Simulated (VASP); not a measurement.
A run of VASP 6.6.1:

INCAR

```
ALGO = Normal ; EDIFF = 1E-6
ENCUT = 520 ; GGA = PE
ISIF = 2 ; ISMEAR = -1
LASPH = True ; LCHARG = True
LELF = True ; LREAL = False
LVHAR = True ; LWAVE = False
NBANDS = 11 ; NELM = 100
PREC = Accurate ; SIGMA = 0.08
```

File KPOINTS:

```
k-points
0
Gamma
  18 18 18
```

POSCAR

```
Hf
1.0
    0.0000000000      1.8713766789      1.8713766789
    1.8713766789      0.0000000000      1.8713766789
    1.8713766789      1.8713766789      0.0000000000
Hf
1
Direct
    0.0000000000      0.0000000000      0.0000000000
```

Potentials or basis: VASP PAW PBE potentials, release 64 (Hf_pv).

The run is started by

```console
$ cat potpaw_PBE.64/Hf_pv/POTCAR > POTCAR
$ mpirun -np 1 vasp_std > vasp.out
```

Hardware: 1 thread of Intel(R) Xeon(R) Platinum 8488C (Sapphire Rapids), with other jobs on the host.

Question: How long does it take, and how much memory?

Answer: Run time: 13 s on 1 thread of Intel(R) Xeon(R) Platinum 8488C (Sapphire Rapids), with other jobs on the host, peak memory 0.14 GiB. Counts: scf iterations 10, k points 195.
